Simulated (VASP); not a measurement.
# GaP (zincblende type) (F-43m) in VASP: density of states with LDA

Aim: the density of states of GaP (zincblende type) with LDA.

Program: VASP 6.6.1. These are calculated values, not measurements. Logs are shortened: lines on timing, memory, paths and dates and some standing lists are left out, and cuts for length are marked.

### 1 The cell of the first run

The structure is cubic, space group F-43m (No. 216). The conventional cell has a = 5.391 Å, b = 5.391 Å, c = 5.391 Å, α = 90.00°, β = 90.00°, γ = 90.00°. Ga (site symmetry -43m) has 4 P at 2.33 Å within 3.1 Å. P (site symmetry -43m) has 4 Ga at 2.33 Å within 3.1 Å.

### 2 Density of states, LDA

POSCAR reads:

```
GaP
1.0
    0.0000000000      2.6955485356      2.6955485356
    2.6955485356      0.0000000000      2.6955485356
    2.6955485356      2.6955485356      0.0000000000
Ga P
1 1
Direct
    0.0000000000      0.0000000000      0.0000000000
    0.2500000000      0.2500000000      0.2500000000
```

INCAR.step1 reads:

```
ALGO = Normal
EDIFF = 1E-7
ENCUT = 520
GGA = CA
ISIF = 2
ISMEAR = -1
LASPH = True
LCHARG = True
LREAL = False
LWAVE = False
NBANDS = 16
NELM = 80
PREC = Accurate
SIGMA = 0.1
```

KPOINTS.step1 reads:

```
k-points
0
Gamma
  13 13 13
```

INCAR.step2 reads:

```
ALGO = Normal
EDIFF = 1E-7
ENCUT = 520
GGA = CA
ICHARG = 11
ISIF = 2
ISMEAR = -5
LASPH = True
LCHARG = False
LORBIT = 10
LREAL = False
LWAVE = False
NBANDS = 16
NEDOS = 2001
NELM = 80
PREC = Accurate
SIGMA = 0.1
```

KPOINTS.step2 reads:

```
k-points
0
Gamma
  20 20 20
```

Potentials or basis: VASP PAW LDA potentials, release 64 (Ga_d, P).

The run is started by

```console
$ cat potpaw_LDA.64/Ga_d/POTCAR potpaw_LDA.64/P/POTCAR > POTCAR
$ cp INCAR.step1 INCAR
$ cp KPOINTS.step1 KPOINTS
$ mpirun -np 1 vasp_std > vasp.out
$ cp INCAR.step2 INCAR
$ cp KPOINTS.step2 KPOINTS
$ mpirun -np 1 vasp_std > vasp.out
```

OUTCAR:

```text
EDIFF = 1E-7
   ENCUT = 520
   GGA = CA
   ICHARG = 11
   ISIF = 2
   ISMEAR = -5
   LASPH = True
   LORBIT = 10
   LREAL = False
   NELM = 80
   PREC = Accurate

 ion  position               nearest neighbor table
   1  0.000  0.000  0.000-   2 2.33   2 2.33   2 2.33   2 2.33
   2  0.250  0.250  0.250-   1 2.33   1 2.33   1 2.33   1 2.33

  LATTYP: Found a face centered cubic cell.
 ALAT       =     5.3910970712

  Lattice vectors:

 A1 = (   0.0000000000,   2.6955485356,   2.6955485356)
 A2 = (   2.6955485356,   0.0000000000,   2.6955485356)
 A3 = (   2.6955485356,   2.6955485356,   0.0000000000)

Analysis of symmetry for initial positions (statically):
=====================================================================
 Subroutine PRICEL returns:
 Original cell was already a primitive cell.

 Routine SETGRP: Setting up the symmetry group for a
 face centered cubic supercell.

 Subroutine GETGRP returns: Found 24 space group operations
 (whereof 24 operations were pure point group operations)
 out of a pool of 48 trial point group operations.

The static configuration has the point symmetry T_d .

Analysis of symmetry for dynamics (positions and initial velocities):
=====================================================================
 Subroutine PRICEL returns:
 Original cell was already a primitive cell.

 Routine SETGRP: Setting up the symmetry group for a
 face centered cubic supercell.

 Subroutine GETGRP returns: Found 24 space group operations
 (whereof 24 operations were pure point group operations)
 out of a pool of 48 trial point group operations.

The dynamic configuration has the point symmetry T_d .

 Subroutine INISYM returns: Found 24 space group operations
 (whereof 24 operations are pure point group operations),
 and found     1 'primitive' translations

----------------------------------------------------------------------------------------

                                     Primitive cell

  volume of cell :      39.1716

  direct lattice vectors                    reciprocal lattice vectors
     0.000000000  2.695548536  2.695548536    -0.185491002  0.185491002  0.185491002
     2.695548536  0.000000000  2.695548536     0.185491002 -0.185491002  0.185491002
     2.695548536  2.695548536  0.000000000     0.185491002  0.185491002 -0.185491002

  length of vectors
     3.812081297  3.812081297  3.812081297     0.321279841  0.321279841  0.321279841

  position of ions in fractional coordinates (direct lattice)
     0.000000000  0.000000000  0.000000000
     0.250000000  0.250000000  0.250000000

  ion indices of the primitive-cell ions
   primitive index   ion index
                 1           1
                 2           2

----------------------------------------------------------------------------------------

 KPOINTS: k-points

Automatic generation of k-mesh.
 Grid dimensions read from file:
 generate k-points for:   20   20   20

 Generating k-lattice:

  Cartesian coordinates                     Fractional coordinates (reciprocal lattice)
    -0.009274550  0.009274550  0.009274550     0.050000000  0.000000000  0.000000000
     0.009274550 -0.009274550  0.009274550     0.000000000  0.050000000  0.000000000
     0.009274550  0.009274550 -0.009274550     0.000000000  0.000000000  0.050000000

  Length of vectors
     0.016063992  0.016063992  0.016063992

  Shift w.r.t. Gamma in fractional coordinates (k-lattice)
     0.000000000  0.000000000  0.000000000

 TETIRR: Found   1093 inequivalent tetrahedra from    48000

 Subroutine IBZKPT returns following result:
 ===========================================

 Found    256 irreducible k-points:

 Following reciprocal coordinates:
            Coordinates               Weight
  0.000000  0.000000  0.000000      1.000000
  0.050000  0.000000  0.000000      8.000000
  0.100000  0.000000  0.000000      8.000000
  0.150000  0.000000  0.000000      8.000000
  0.200000  0.000000  0.000000      8.000000
  0.250000  0.000000  0.000000      8.000000
[... 16 lines left out ...]
 -0.400000  0.050000  0.000000     24.000000
 -0.350000  0.050000  0.000000     24.000000
 [... further k-points ...]
   k-points           NKPTS =    256   k-points in BZ     NKDIM =    256   number of bands    NBANDS=     16
   number of dos      NEDOS =   2001   number of ions     NIONS =      2
   total plane-waves  NPLWV =  21952
   dimension x,y,z NGX =    28 NGY =   28 NGZ =   28
   dimension x,y,z NGXF=    56 NGYF=   56 NGZF=   56
   ions per type =               1   1
   NGX,Y,Z   is equivalent  to a cutoff of  12.21, 12.21, 12.21 a.u.
   NGXF,Y,Z  is equivalent  to a cutoff of  24.42, 24.42, 24.42 a.u.
 SYSTEM =  unknown system
   PREC   = accura    normal or accurate (medium, high low for compatibility)
   ISTART =      0    job   : 0-new  1-cont  2-samecut
   ICHARG =     11    charge: 1-file 2-atom 10-const
   ISPIN  =      1    spin polarized calculation?
   LNONCOLLINEAR =      F non collinear calculations
   LSORBIT =      F    spin-orbit coupling
   LASPH  =      T    aspherical Exc in radial PAW
   ENCUT  =  520.0 eV  38.22 Ry    6.18 a.u.   7.09  7.09  7.09*2*pi/ulx,y,z
   NELM   =     80;   NELMIN=  2; NELMDL=  0     # of ELM steps
   EDIFF  = 0.1E-06   stopping-criterion for ELM
   LREAL  =      F    real-space projection
   EDIFFG = 0.1E-05   stopping-criterion for IOM
   NSW    =      0    number of steps for IOM
   IBRION =     -1    ionic relax: 0-MD 1-quasi-New 2-CG
   NFREE  =      0    steps in history (QN), initial steepest desc. (CG)
   ISIF   =      2    stress and relaxation
   ISYM   =      2    0-nonsym 1-usesym 2-fastsym
   POTIM  = 0.5000    time-step for ionic-motion
   TEBEG  =    0.0;   TEEND  =   0.0 temperature during run
   PSTRESS=    0.0 pullay stress
   NELECT =      18.0000    total number of electrons
   NUPDOWN=      -1.0000    fix difference up-down
   EMIN   =  10.00;   EMAX   =-10.00  energy-range for DOS
   EFERMI =   0.00;   METHOD = LEGACY
   ISMEAR =    -5;   SIGMA  =   0.10  broadening in eV -4-tet -1-fermi 0-gaus
   EFERMI_NEDOS =   21; number of points for ismear=-14 and -15
   IALGO  =     38    algorithm
   IMIX   =      4    mixing-type and parameters
     AMIX     =   0.40;   BMIX     =  1.00
     AMIX_MAG =   1.60;   BMIX_MAG =  1.00
  volume/ion in A,a.u.               =      19.59       132.17
  Fermi-wavevector in a.u.,A,eV,Ry     =   1.263306  2.387302 21.714105  1.595942
  Thomas-Fermi vector in A             =   2.396670
   LORBIT       =     10    0 simple, 1 ext, 2 COOP (PROOUT), +10 PAW based schemes
   GGA     = CA    functional components
   LHFCALC =     F    Hartree Fock is set to
   AEXX    =    0.0000 exact exchange contribution
   IVDW    =     0    specifies the selected vdW correction
   LEPSILON=     F    determine dielectric tensor
   LRPA    =     F    only Hartree local field effects (RPA)
 non-spin polarized calculation
 Fermi weights with tetrahedron method with Bloechl corrections
  energy-cutoff  :      520.00
  volume of cell :       39.17
 maximum number of plane-waves:      1073

 number of electron      17.9999998 magnetization

 Free energy of the ion-electron system (eV)
  ---------------------------------------------------
  ext. energy  EPLUGINS =         0.00000000
  ---------------------------------------------------
  free energy    TOTEN  =       -10.45488642 eV

  energy without entropy =      -10.45488642  energy(sigma->0) =      -10.45488642

 E-fermi :   4.8471     XC(G=0): -10.3117

 val. band max:        4.8471202355   @ k =   0.0000   0.0000   0.0000
 cond. band min:       6.2402412742   @ k =   0.4500   0.4500   0.0000
 fundamental gap:      1.3931210387
 Fermi energy:         4.8471008874

 k-point     1 :       0.0000    0.0000    0.0000
  band No.  band energies     occupation
      1      -9.9167      2.00000
      2      -9.9167      2.00000
      3      -9.9167      2.00000
      4      -9.8064      2.00000
      5      -9.8064      2.00000
      6      -7.9128      2.00000
[... 8 lines left out ...]
     15      14.6934      0.00000
     16      14.6934      0.00000

 k-point     2 :       0.0500    0.0000    0.0000
  band No.  band energies     occupation
      1      -9.9192      2.00000
      2      -9.9158      2.00000
      3      -9.9158      2.00000
      4      -9.8064      2.00000
      5      -9.8064      2.00000
      6      -7.8787      2.00000
[... 8 lines left out ...]
     15      14.5232      0.00000
     16      14.5232      0.00000

 k-point     3 :       0.1000    0.0000    0.0000
  band No.  band energies     occupation
      1      -9.9263      2.00000
      2      -9.9133      2.00000
      3      -9.9133      2.00000
      4      -9.8065      2.00000
      5      -9.8065      2.00000
      6      -7.7771      2.00000
[... 8 lines left out ...]
     15      14.1781      0.00000
     16      14.1781      0.00000

 k-point     4 :       0.1500    0.0000    0.0000
  band No.  band energies     occupation
      1      -9.9369      2.00000
      2      -9.9096      2.00000
      3      -9.9096      2.00000
      4      -9.8064      2.00000
      5      -9.8064      2.00000
      6      -7.6105      2.00000
[... 8 lines left out ...]
     15      13.8719      0.00000
     16      14.6727      0.00000
[... 324 lines left out ...]
 k-point    22 :      -0.4500    0.0500    0.0000
  band No.  band energies     occupation
      1     -10.0023      2.00000
      2      -9.8892      2.00000
      3      -9.8887      2.00000
      4      -9.7993      2.00000
      5      -9.7991      2.00000
      6      -5.7427      2.00000
[... 8 lines left out ...]
     15      16.0295      0.00000
     16      16.8849      0.00000

 k-point    23 :      -0.4000    0.0500    0.0000
  band No.  band energies     occupation
      1      -9.9981      2.00000
      2      -9.8899      2.00000
      3      -9.8899      2.00000
      4      -9.8012      2.00000
      5      -9.7992      2.00000
      6      -5.9629      2.00000
[... 8 lines left out ...]
     15      15.2124      0.00000
     16      16.4240      0.00000

 k-point    24 :      -0.3500    0.0500    0.0000
  band No.  band energies     occupation
      1      -9.9908      2.00000
      2      -9.8921      2.00000
      3      -9.8914      2.00000
      4      -9.8034      2.00000
      5      -9.8001      2.00000
      6      -6.2845      2.00000
[... 8 lines left out ...]
     15      14.6074      0.00000
     16      15.6950      0.00000

 [... further k-points ...]
[... 5 lines left out ...]
  --------------------------------------------------------------------------------------
  -------------------------------------------------------------------------------------
  Total        0.0245962      0.0245962      0.0245962      0.0000000      0.0000000      0.0000000
  in kB        1.0060221      1.0060221      1.0060221      0.0000000      0.0000000      0.0000000
  external PRESSURE =       1.0060221 kB  Pullay stress =       0.0000000 kB

 VOLUME and BASIS-vectors are now :
 -----------------------------------------------------------------------------
  energy-cutoff  :      520.00
  volume of cell :       39.17
      direct lattice vectors                 reciprocal lattice vectors
     0.000000000  2.695548536  2.695548536    -0.185491002  0.185491002  0.185491002
     2.695548536  0.000000000  2.695548536     0.185491002 -0.185491002  0.185491002
     2.695548536  2.695548536  0.000000000     0.185491002  0.185491002 -0.185491002

 POSITION                                       TOTAL-FORCE (eV/Angst)
 -----------------------------------------------------------------------------------
      0.00000      0.00000      0.00000        -0.000000     -0.000000     -0.000000
      1.34777      1.34777      1.34777         0.000000      0.000000      0.000000
 -----------------------------------------------------------------------------------
    total drift:                                0.000000      0.000000      0.000000

  FREE ENERGIE OF THE ION-ELECTRON SYSTEM (eV)
  ---------------------------------------------------
  free  energy   TOTEN  =       -10.4548864228 eV

  energy  without entropy=      -10.4548864228  energy(sigma->0) =      -10.45488642

 total charge

# of ion       s       p       d       tot
------------------------------------------
    1        0.878   0.895  10.018  11.791
    2        1.023   1.534   0.000   2.557
--------------------------------------------------
tot          1.901   2.429  10.018  14.348
```

It took 68 s on 1 thread of Intel Xeon Platinum 8488C (Sapphire Rapids), shared host; peak memory 0.26 GiB.

Results:

| Quantity | Value |
| --- | --- |
| Valence electrons inside the program's atomic spheres | Ga 11.79; P 2.56 |
